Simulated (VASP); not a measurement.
# Rh (Fm-3m) in VASP: notebook

Runs on Rh. Level: r2SCAN. Tasks: single point, relaxation of cell and atoms.

Program: VASP 6.6.1. These are calculated values, not measurements. Logs are shortened: lines on timing, memory, paths and dates and some standing lists are left out, and cuts for length are marked.

## Step 1: The cell of the first run

Symmetry: Fm-3m, No. 225, cubic system. The conventional cell has a = 3.800 Å, b = 3.800 Å, c = 3.800 Å, α = 90.00°, β = 90.00°, γ = 90.00°. Rh (site symmetry m-3m) has 12 Rh at 2.69 Å within 3.5 Å.

## Step 2: Single point, r2SCAN

Contents of POSCAR:

```
Rh
1.0
    1.9001537962      1.9001537962      0.0000000000
   -1.9001537962      1.9001537962      0.0000000000
    0.0000000000      1.9001537962      1.9001537962
Rh
1
Direct
    0.0000000000      0.0000000000      0.0000000000
```

Contents of INCAR.step1:

```
ALGO = Normal
EDIFF = 1E-4
ENCUT = 520
GGA = PE
ISMEAR = -1
LASPH = True
LCHARG = False
LREAL = False
LWAVE = True
NBANDS = 14
NELM = 60
PREC = Accurate
SIGMA = 0.05
```

Contents of INCAR.step2:

```
ALGO = Normal
EDIFF = 1E-7
ENCUT = 520
ISIF = 2
ISMEAR = -1
ISTART = 1
LASPH = True
LCHARG = True
LELF = True
LMIXTAU = True
LREAL = False
LVHAR = True
LWAVE = False
METAGGA = R2SCAN
NBANDS = 14
NELM = 60
PREC = Accurate
SIGMA = 0.05
```

Contents of KPOINTS:

```
k-points
0
Gamma
  14 14 14
```

Potentials or basis: VASP PAW PBE potentials, release 64 (Rh_pv).

The run is started by

```sh
> cat potpaw_PBE.64/Rh_pv/POTCAR > POTCAR
> cp INCAR.step1 INCAR
> mpirun -np 1 vasp_std > vasp.out
> cp INCAR.step2 INCAR
> mpirun -np 1 vasp_std > vasp.out
```

OUTCAR:

```text
EDIFF = 1E-7
   ENCUT = 520
   ISIF = 2
   ISMEAR = -1
   ISTART = 1
   LASPH = True
   LREAL = False
   METAGGA = R2SCAN
   NELM = 60
   PREC = Accurate

 ion  position               nearest neighbor table
   1  0.000  0.000  0.000-

  LATTYP: Found a face centered cubic cell.
 ALAT       =     3.8003075924

  Lattice vectors:

 A1 = (   0.0000000000,   1.9001537962,   1.9001537962)
 A2 = (   1.9001537962,   0.0000000000,   1.9001537962)
 A3 = (   1.9001537962,   1.9001537962,   0.0000000000)

Analysis of symmetry for initial positions (statically):
=====================================================================
 Subroutine PRICEL returns:
 Original cell was already a primitive cell.

 Routine SETGRP: Setting up the symmetry group for a
 face centered cubic supercell.

 Subroutine GETGRP returns: Found 48 space group operations
 (whereof 48 operations were pure point group operations)
 out of a pool of 48 trial point group operations.

The static configuration has the point symmetry O_h .

Analysis of symmetry for dynamics (positions and initial velocities):
=====================================================================
 Subroutine PRICEL returns:
 Original cell was already a primitive cell.

 Routine SETGRP: Setting up the symmetry group for a
 face centered cubic supercell.

 Subroutine GETGRP returns: Found 48 space group operations
 (whereof 48 operations were pure point group operations)
 out of a pool of 48 trial point group operations.

The dynamic configuration has the point symmetry O_h .

 Subroutine INISYM returns: Found 48 space group operations
 (whereof 48 operations are pure point group operations),
 and found     1 'primitive' translations

----------------------------------------------------------------------------------------

                                     Primitive cell

  volume of cell :      13.7213

  direct lattice vectors                    reciprocal lattice vectors
     1.900153796  1.900153796  0.000000000     0.263136595  0.263136595 -0.263136595
    -1.900153796  1.900153796  0.000000000    -0.263136595  0.263136595 -0.263136595
     0.000000000  1.900153796  1.900153796     0.000000000  0.000000000  0.526273190

  length of vectors
     2.687223269  2.687223269  2.687223269     0.455765952  0.455765952  0.526273190

  position of ions in fractional coordinates (direct lattice)
     0.000000000  0.000000000  0.000000000

  ion indices of the primitive-cell ions
   primitive index   ion index
                 1           1

----------------------------------------------------------------------------------------

 KPOINTS: k-points

Automatic generation of k-mesh.
 Grid dimensions read from file:
 generate k-points for:   14   14   14

 Generating k-lattice:

  Cartesian coordinates                     Fractional coordinates (reciprocal lattice)
     0.018795471  0.018795471 -0.018795471     0.071428571  0.000000000  0.000000000
    -0.018795471  0.018795471 -0.018795471     0.000000000  0.071428571  0.000000000
     0.000000000  0.000000000  0.037590942     0.000000000  0.000000000  0.071428571

  Length of vectors
     0.032554711  0.032554711  0.037590942

  Shift w.r.t. Gamma in fractional coordinates (k-lattice)
     0.000000000  0.000000000  0.000000000

 Subroutine IBZKPT returns following result:
 ===========================================

 Found    104 irreducible k-points:

 Following reciprocal coordinates:
            Coordinates               Weight
  0.000000  0.000000  0.000000      1.000000
  0.071429  0.000000  0.000000      8.000000
  0.142857  0.000000  0.000000      8.000000
  0.214286  0.000000  0.000000      8.000000
  0.285714  0.000000  0.000000      8.000000
  0.357143  0.000000  0.000000      8.000000
[... 16 lines left out ...]
  0.214286  0.142857  0.000000     24.000000
  0.285714  0.142857  0.000000     24.000000
 [... further k-points ...]
   k-points           NKPTS =    104   k-points in BZ     NKDIM =    104   number of bands    NBANDS=     14
   number of dos      NEDOS =    301   number of ions     NIONS =      1
   total plane-waves  NPLWV =   8000
   dimension x,y,z NGX =    20 NGY =   20 NGZ =   20
   dimension x,y,z NGXF=    40 NGYF=   40 NGZF=   40
   ions per type =               1
   NGX,Y,Z   is equivalent  to a cutoff of  12.37, 12.37, 12.37 a.u.
   NGXF,Y,Z  is equivalent  to a cutoff of  24.75, 24.75, 24.75 a.u.
 SYSTEM =  unknown system
   PREC   = accura    normal or accurate (medium, high low for compatibility)
   ISTART =      1    job   : 0-new  1-cont  2-samecut
   ICHARG =      0    charge: 1-file 2-atom 10-const
   ISPIN  =      1    spin polarized calculation?
   LNONCOLLINEAR =      F non collinear calculations
   LSORBIT =      F    spin-orbit coupling
   LASPH  =      T    aspherical Exc in radial PAW
   ENCUT  =  520.0 eV  38.22 Ry    6.18 a.u.   5.00  5.00  5.00*2*pi/ulx,y,z
   NELM   =     60;   NELMIN=  2; NELMDL=  0     # of ELM steps
   EDIFF  = 0.1E-06   stopping-criterion for ELM
   LREAL  =      F    real-space projection
   EDIFFG = 0.1E-05   stopping-criterion for IOM
   NSW    =      0    number of steps for IOM
   IBRION =     -1    ionic relax: 0-MD 1-quasi-New 2-CG
   NFREE  =      0    steps in history (QN), initial steepest desc. (CG)
   ISIF   =      2    stress and relaxation
   ISYM   =      2    0-nonsym 1-usesym 2-fastsym
   POTIM  = 0.5000    time-step for ionic-motion
   TEBEG  =    0.0;   TEEND  =   0.0 temperature during run
   PSTRESS=    0.0 pullay stress
   NELECT =      15.0000    total number of electrons
   NUPDOWN=      -1.0000    fix difference up-down
   EMIN   =  10.00;   EMAX   =-10.00  energy-range for DOS
   EFERMI =   0.00;   METHOD = LEGACY
   ISMEAR =    -1;   SIGMA  =   0.05  broadening in eV -4-tet -1-fermi 0-gaus
   EFERMI_NEDOS =   21; number of points for ismear=-14 and -15
   IALGO  =     38    algorithm
   IMIX   =      4    mixing-type and parameters
     AMIX     =   0.40;   BMIX     =  1.00
     AMIX_MAG =   1.60;   BMIX_MAG =  1.00
  volume/ion in A,a.u.               =      13.72        92.60
  Fermi-wavevector in a.u.,A,eV,Ry     =   1.686449  3.186926 38.696461  2.844110
  Thomas-Fermi vector in A             =   2.769112
   LORBIT       =      0    0 simple, 1 ext, 2 COOP (PROOUT), +10 PAW based schemes
   METAGGA = R2SCAN    functional components
   LHFCALC =     F    Hartree Fock is set to
   AEXX    =    0.0000 exact exchange contribution
   IVDW    =     0    specifies the selected vdW correction
   LEPSILON=     F    determine dielectric tensor
   LRPA    =     F    only Hartree local field effects (RPA)
 non-spin polarized calculation
  energy-cutoff  :      520.00
  volume of cell :       13.72
 maximum number of plane-waves:       380
   NGX =  9   NGY =  9   NGZ =  9

 number of electron      15.0000007 magnetization

 Free energy of the ion-electron system (eV)
  ---------------------------------------------------
  ext. energy  EPLUGINS =         0.00000000
  ---------------------------------------------------
  free energy    TOTEN  =       -24.14295219 eV

  energy without entropy =      -24.13306397  energy(sigma->0) =      -24.13800808

 E-fermi :  11.7588     XC(G=0): -15.2145

 val. band max:       11.7191832129   @ k =   0.3571   0.0000   0.0000
 cond. band min:      11.7650442380   @ k =   0.3571   0.3571   0.0714
 fundamental gap:      0.0458610251
 Fermi energy:        11.7587745137

 k-point     1 :       0.0000    0.0000    0.0000
  band No.  band energies     occupation
      1     -36.0041      2.00000
      2     -36.0041      2.00000
      3     -36.0041      2.00000
      4       3.5792      2.00000
      5       8.5983      2.00000
      6       8.5983      2.00000
      7       8.5983      2.00000
      8      10.7071      2.00000
      9      10.7071      2.00000
     10      28.4862      0.00000
     11      29.1912      0.00000
     12      34.2470      0.00000
     13      34.2470      0.00000
     14      34.2470      0.00000

 k-point     2 :       0.0714    0.0000    0.0000
  band No.  band energies     occupation
      1     -36.0447      2.00000
      2     -36.0095      2.00000
      3     -36.0095      2.00000
      4       3.7938      2.00000
      5       8.5045      2.00000
      6       8.6810      2.00000
      7       8.6810      2.00000
      8      10.6623      2.00000
      9      10.6623      2.00000
     10      28.7913      0.00000
     11      29.1909      0.00000
     12      33.1390      0.00000
     13      34.5565      0.00000
     14      34.5565      0.00000

 k-point     3 :       0.1429    0.0000    0.0000
  band No.  band energies     occupation
      1     -36.1579      2.00000
      2     -36.0248      2.00000
      3     -36.0248      2.00000
      4       4.3857      2.00000
      5       8.3058      2.00000
      6       8.8707      2.00000
      7       8.8707      2.00000
      8      10.5975      2.00000
      9      10.5975      2.00000
     10      29.1902      0.00000
     11      29.5222      0.00000
     12      31.0744      0.00000
     13      35.4338      0.00000
     14      35.4338      0.00000
[... 324 lines left out ...]
 k-point    23 :       0.2143    0.1429    0.0000
  band No.  band energies     occupation
      1     -36.4517      2.00000
      2     -36.1721      2.00000
      3     -36.0590      2.00000
      4       6.1989      2.00000
      5       7.8496      2.00000
      6       8.8225      2.00000
      7       9.4389      2.00000
      8      10.1473      2.00000
      9      12.3633      0.00001
     10      27.6448      0.00000
     11      29.1911      0.00000
     12      29.9036      0.00000
     13      33.8984      0.00000
     14      35.4792      0.00000

 k-point    24 :       0.2857    0.1429    0.0000
  band No.  band energies     occupation
      1     -36.5836      2.00000
      2     -36.2074      2.00000
      3     -36.0864      2.00000
      4       6.2962      2.00000
      5       8.3430      2.00000
      6       8.7816      2.00000
      7       9.2119      2.00000
      8      10.8215      2.00000
      9      13.4367      0.00000
     10      25.2328      0.00000
     11      29.1904      0.00000
     12      29.3223      0.00000
     13      32.4901      0.00000
     14      37.2455      0.00000

 [... further k-points ...]
[... 5 lines left out ...]
  --------------------------------------------------------------------------------------
  -------------------------------------------------------------------------------------
  Total        0.1044666      0.1044666      0.1044666     -0.0000000      0.0000000      0.0000000
  in kB       12.1980834     12.1980834     12.1980834     -0.0000000      0.0000000      0.0000000
  external PRESSURE =      12.1980834 kB  Pullay stress =       0.0000000 kB

 VOLUME and BASIS-vectors are now :
 -----------------------------------------------------------------------------
  energy-cutoff  :      520.00
  volume of cell :       13.72
      direct lattice vectors                 reciprocal lattice vectors
     1.900153796  1.900153796  0.000000000     0.263136595  0.263136595 -0.263136595
    -1.900153796  1.900153796  0.000000000    -0.263136595  0.263136595 -0.263136595
     0.000000000  1.900153796  1.900153796     0.000000000  0.000000000  0.526273190

 POSITION                                       TOTAL-FORCE (eV/Angst)
 -----------------------------------------------------------------------------------
      0.00000      0.00000      0.00000         0.000000     -0.000000      0.000000
 -----------------------------------------------------------------------------------
    total drift:                               -0.000000     -0.000000     -0.000000

  FREE ENERGIE OF THE ION-ELECTRON SYSTEM (eV)
  ---------------------------------------------------
  free  energy   TOTEN  =       -24.1429521906 eV

  energy  without entropy=      -24.1330639745  energy(sigma->0) =      -24.13800808
```

It took 51 s on 1 thread of AMD EPYC 9R45 (Zen 5), shared host; peak memory 0.11 GiB.

Results:

```
Free energy : -24.1430 eV
Pressure    : 1.2 GPa
```

Levels at points of the mesh, in eV from the Fermi level:
```
           k point  band 4  band 5  band 6  band 7  band 8  band 9  band 10  band 11
(0.00, 0.00, 0.00)   -8.18   -3.16   -3.16   -3.16   -1.05   -1.05    16.73    17.43
(0.50, 0.00, 0.00)   -6.33   -3.27   -3.27    0.61    0.61    0.92     9.13    16.28
(0.50, 0.50, 0.00)   -6.55   -6.17    0.54    1.07    1.07    3.50    12.92    14.03
```

Caveat: the PAW data sets were made with another functional, which shifts forces and pressure a little.

## Step 3: Relaxation of cell and atoms, r2SCAN

This run uses another cell than the first one, of 13.67 Å³/atom, 0.996 times its volume.

Contents of POSCAR:

```
Rh
1.0
    1.8978500000      1.8978500000      0.0000000000
   -1.8978500000      1.8978500000      0.0000000000
    0.0000000000      1.8978500000      1.8978500000
Rh
1
Direct
    0.0000000000      0.0000000000      0.0000000000
```

Contents of INCAR.step1:

```
SYSTEM = Rh
PREC     = Accurate       ! precision mode
ENCUT    = 600            ! plane-wave cutoff, eV
ISMEAR   = -1             ! smearing method
SIGMA    = 0.05           ! smearing width, eV
LREAL    = .FALSE.        ! projectors in reciprocal space
LASPH    = .TRUE.         ! aspherical terms in the spheres
NELM     = 100            ! most SCF steps
GGA      = PE             ! functional
ALGO     = Normal         ! electronic algorithm
EDIFF    = 1E-4           ! SCF threshold, eV
LWAVE    = .TRUE.         ! write WAVECAR
LCHARG   = .FALSE.        ! write CHGCAR
```

Contents of INCAR.step2:

```
SYSTEM = Rh
PREC     = Accurate       ! precision mode
ENCUT    = 600            ! plane-wave cutoff, eV
EDIFF    = 1E-7           ! SCF threshold, eV
ISMEAR   = -1             ! smearing method
SIGMA    = 0.05           ! smearing width, eV
LREAL    = .FALSE.        ! projectors in reciprocal space
LASPH    = .TRUE.         ! aspherical terms in the spheres
NELM     = 100            ! most SCF steps
ALGO     = Normal         ! electronic algorithm
ISIF     = 3              ! what is computed and relaxed
LWAVE    = .FALSE.        ! write WAVECAR
LCHARG   = .FALSE.        ! write CHGCAR
METAGGA  = R2SCAN         ! meta-GGA
LMIXTAU  = .TRUE.       
IBRION   = 2              ! ionic algorithm
NSW      = 100            ! ionic steps
EDIFFG   = -0.002         ! ionic threshold
ISTART   = 1
```

Contents of KPOINTS:

```
Automatic mesh
0
G
  14 14 14
  0 0 0
```

Potentials or basis: VASP PAW PBE potentials, release 64 (Rh_pv).

The run is started by

```sh
> cat potpaw_PBE.64/Rh_pv/POTCAR > POTCAR
> cp INCAR.step1 INCAR
> mpirun -np 1 vasp_std > vasp.out
> cp INCAR.step2 INCAR
> mpirun -np 1 vasp_std > vasp.out
```

Wall time 2.5 min (1 thread of AMD EPYC 9R45 (Zen 5), shared host); peak memory 0.13 GiB.

Results (log left out):

```
Free energy                            : -24.1422 eV
Relaxed volume                         : 13.78 Å³/atom
Relaxed cell                           : a = 2.691 Å, b = 2.691 Å, c = 2.691 Å, α = 60.00°, β = 60.00°, γ = 90.00°
Space group after relaxing (to 0.05 Å) : Fm-3m (No. 225)
Energy gained by relaxing              : 0.7 meV/atom
Ionic steps                            : 3
Pressure after relaxing                : 0.0 GPa
```

The path:
```
step  energy change (eV)  largest force (eV/Å)  pressure (GPa)  volume (Å³)
   1              0.0000                0.0000            2.20        13.67
   2              0.0038                0.0000           -5.19        14.05
   3             -0.0007                0.0000            0.01        13.78
```

Final structure:
```
CELL_PARAMETERS angstrom
1.90268 1.90268 0.00000
-1.90268 1.90268 0.00000
0.00000 1.90268 1.90268
ATOMIC_POSITIONS crystal
Rh 0.00000 0.00000 0.00000
```

Levels at points of the mesh, in eV from the Fermi level:
```tsv
k point	band 3	band 4	band 5	band 6	band 7	band 8	band 9	band 10	band 11
(0.00, 0.00, 0.00)	-47.76	-8.15	-3.14	-3.14	-3.14	-1.05	-1.05	16.73	17.44
(0.50, 0.00, 0.00)	-47.86	-6.30	-3.25	-3.25	0.61	0.61	0.92	9.08	16.29
(0.50, 0.50, 0.00)	-48.04	-6.51	-6.14	0.53	1.07	1.07	3.50	12.87	14.01
```

Caveat: the PAW data sets were made with another functional, which shifts forces and pressure a little. Zero-point motion and thermal expansion aren't in these numbers.
